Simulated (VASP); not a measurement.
A run of VASP 6.6.1:

INCAR

```
SYSTEM = Ag
PREC = Accurate
ENCUT = 500
EDIFF = 1E-6
ISMEAR = -1
SIGMA = 0.0816
LREAL = .FALSE.
LASPH = .TRUE.
NELM = 120
ALGO = Normal
ISIF = 2
LWAVE = .FALSE.
LCHARG = .FALSE.
NBANDS = 54
GGA_COMPAT = .FALSE.
```

File KPOINTS:

```
Automatic mesh
0
G
  6 6 6
  0 0 0
```

Contents of POSCAR:

```
Ag
1.0
    0.0000000000      4.1468743097      4.1468743097
    4.1468743097      0.0000000000      4.1468743097
    4.1468743097      4.1468743097      0.0000000000
Ag
8
Direct
    0.0000000000      0.0000000000      0.0000000000
    0.0000000000      0.0000000000      0.5000000000
    0.0000000000      0.5000000000      0.0000000000
    0.0000000000      0.5000000000      0.5000000000
    0.5000000000      0.0000000000      0.0000000000
    0.5000000000      0.0000000000      0.5000000000
    0.5000000000      0.5000000000      0.0000000000
    0.5000000000      0.5000000000      0.5000000000
```

Potentials or basis: VASP PAW LDA potentials, release 64 (Ag).

Run with:

```bash
$ cat potpaw_LDA.64/Ag/POTCAR > POTCAR
$ mpirun -np 1 vasp_std > vasp.out
```

Hardware: 1 thread of AMD EPYC 7R43 64-Core Processor (Zen 3), with other jobs on the host.

Question: Estimate the wall time of this run.

Answer: Run time: 3.1 min on 1 thread of AMD EPYC 7R43 64-Core Processor (Zen 3) (shared host), peak memory 0.25 GiB. Counts: scf iterations 11, k points 16.
